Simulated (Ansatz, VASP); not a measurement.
**Two plane-wave programs on WSe2**

```
W Se
1.0
     3.31785    0.00000    0.00000
    -1.65893    2.87335    0.00000
     0.00000    0.00000   24.06852
W Se
2 4
Cartesian
  1.6589 0.9578 3.4066
  0.0000 1.9156 20.6619
  0.0000 1.9156 5.0687
  1.6589 0.9578 22.3250
  0.0000 1.9156 1.7435
  1.6589 0.9578 18.9998
```

Alike in both runs: task single point; functional PBE; k mesh 6 × 6 × 1; occupations gaussian, width 0.1 eV; no spin polarisation.

```csv
,VASP,Ansatz
version,VASP 6.6.1,Ansatz 0.2.0
potentials or method,"VASP PAW PBE potentials, release 64 (W_sv, Se), cutoff 520 eV","scalar-relativistic, plane waves, PAW"
valence electrons in the cell,52,92
```

```csv
,VASP,Ansatz,Ansatz less VASP
gap on the k mesh at the Fermi level (eV),1.47,1.48,+0.008
least direct gap on the mesh (eV),1.49,1.49,+0.003
rms of the force components (eV/Å),0.152,0.130,-0.0219
```

Atom by atom the forces differ by 0.022 eV/Å (rms over components). VASP's potentials hold 52 valence electrons a cell and Ansatz's 92, so a difference there can come from the potentials and not from the codes.

Neither program's run includes spin-orbit coupling.
